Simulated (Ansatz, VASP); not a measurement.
## Two plane-wave programs on BeS

```
CELL_PARAMETERS angstrom
0.00000 2.42500 2.35225
2.42500 0.00000 2.35225
2.42500 2.42500 0.00000
ATOMIC_POSITIONS crystal
Be 0.00000 0.00000 0.00000
S 0.75000 0.75000 0.75000
```

Change from the starting cell: strain +0.000 along x and y, -0.030 along z, atoms carried along.

Alike in both runs: task single point; functional r2SCAN; k mesh 8 × 8 × 8; occupations gaussian, width 0.05 eV; no spin polarisation.

|  | VASP | Ansatz |
| --- | --- | --- |
| version | VASP 6.6.1 | Ansatz 0.2.0 |
| potentials or method | VASP PAW PBE potentials, release 64 (Be, S), cutoff 520 eV | scalar-relativistic, plane waves, PAW |
| valence electrons in the cell | 8 | 8 |

|  | VASP | Ansatz | Ansatz less VASP |
| --- | --- | --- | --- |
| gap on the k mesh at the Fermi level (eV) | 3.23 | 3.22 | -0.010 |
| least direct gap on the mesh (eV) | 6.11 | 6.08 | -0.033 |
| pressure (GPa) | 4.7 | 4.4 | -0.29 |
| traceless stress, the component that is largest in VASP (GPa) | 1.96 | 1.99 | +0.031 |

VASP's potentials were made for PBE, not for r2SCAN.
